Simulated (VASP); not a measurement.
Wanted: the native input for a VASP 6.6.1 run.

* Task: single point
* Functional: PBE
* Potentials or basis: VASP PAW PBE potentials, release 64 (Tl_d, O_h)
* Cutoff: 1340 eV
* k mesh: 4 × 4 × 4
* Occupations: gaussian, width 0.1 eV
* Spin: no spin polarisation
* Dipole correction: no
* Further INCAR settings: ALGO = Normal; EDIFF = 1e-06; NBANDS = 34

The structure of TlO2 lies in POSCAR:

```
TlO2
1.0
    0.0000000000      4.5047343768      4.2490510448
    3.4332577575      0.0000000000      4.2490510448
    3.4332577575      4.5047343768      0.0000000000
Tl O
2 4
Direct
    0.2500259165      0.2500259165      0.7499740835
    0.7499740835      0.7499740835      0.2500259165
    0.3238226233      0.6761773767      0.3238226233
    0.6761773767      0.3238226233      0.6761773767
    0.8239051331      0.1760948669      0.8239051331
    0.1760948669      0.8239051331      0.1760948669
```

The cell was generated, and may not be a known phase.

One way to write it, as run:

INCAR

```
ALGO = Normal ; EDIFF = 1E-6
ENCUT = 1340 ; GGA = PE
GGA_COMPAT = F ; ISIF = 2
ISMEAR = 0 ; LASPH = T
LCHARG = F ; LREAL = F
LWAVE = F ; NBANDS = 34
NELM = 120 ; PREC = Accurate
SIGMA = 0.1
```

KPOINTS

```
k-points
0
Gamma
  4 4 4
```

Potentials or basis: VASP PAW PBE potentials, release 64 (Tl_d, O_h).

Command:

```console
$ cat potpaw_PBE.64/Tl_d/POTCAR potpaw_PBE.64/O_h/POTCAR > POTCAR
$ mpirun -np 1 vasp_std > vasp.out
```

It gave:

* Pressure: -0.2 GPa
* Largest force: 0.007 eV/Å
* Band gap on the k mesh: zero (bands 25 and 26 overlap by 0.36 eV)

Caveat: spin-orbit coupling is left out, which moves the levels of the heavy elements.

It took 9.6 min on 1 thread of Intel(R) Xeon(R) Platinum 8559C (Emerald Rapids), with other jobs on the host, peak memory 0.84 GiB.
